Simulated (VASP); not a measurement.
Wanted: the native input for a VASP 6.6.1 run.

```
Task                   : single point
Functional             : LDA
Potentials or basis    : VASP PAW LDA potentials, release 64 (Mn_sv, O)
Cutoff                 : 600 eV
k mesh                 : 12 × 12 × 6
Occupations            : fermi-dirac, width 0.03 eV
Spin                   : collinear spin, ferromagnetic start
Starting moments       : [4.0, 0.0, 0.0] μB
Dipole correction      : no
Further INCAR settings : ALGO = Normal; EDIFF = 1e-06; NBANDS = 24
```

The structure of MnO2 lies in POSCAR:

```
MnO2
1.0
    2.8565781804      0.0000000000      0.0000000000
   -1.4282890902      2.4738692722      0.0000000000
    0.0000000000      0.0000000000      4.6013740589
Mn O
1 2
Direct
    0.0000000000      0.0000000000      0.5000000000
    0.6666666667      0.3333333333      0.2937074300
    0.3333333333      0.6666666667      0.7062925700
```

The input as run:

INCAR

```
SYSTEM = MnO2
PREC = Accurate ; ENCUT = 600
EDIFF = 1E-6 ; ISMEAR = -1
SIGMA = 0.03 ; LREAL = .False.
LASPH = .True. ; NELM = 200
ALGO = Normal ; ISIF = 2
LWAVE = .False. ; LCHARG = .True.
ISPIN = 2 ; MAGMOM = 4 0 0
LORBIT = 11 ; LMAXMIX = 4
LELF = .True. ; LVHAR = .True.
NBANDS = 24 ; GGA_COMPAT = .False.
```

KPOINTS

```
regular mesh
0
Gamma
  12 12 6
  0 0 0
```

Potentials or basis: VASP PAW LDA potentials, release 64 (Mn_sv, O).

Command:

```bash
$ cat potpaw_LDA.64/Mn_sv/POTCAR potpaw_LDA.64/O/POTCAR > POTCAR
$ mpirun -np 1 vasp_std > vasp.out
```

Results of the run:

| Item | Value |
| --- | --- |
| Pressure | -9.4 GPa |
| Largest force | 0.525 eV/Å |
| Band gap on the k mesh | 0.33 eV (least direct gap 0.36 eV) |
| Net moment | 3.00 μB per cell |
| Site moments | Mn +2.67; O +0.06 μB |
| Valence electrons inside the program's atomic spheres | Mn 12.80; O 4.96 |

Caveat: the cell stands under tension; a cell with one magnetic atom can't hold antiferromagnetic order, which such compounds often take.

Run time: 2.9 min on 1 thread of Intel(R) Xeon(R) 6975P-C (Granite Rapids), with other jobs on the host, peak memory 0.25 GiB.
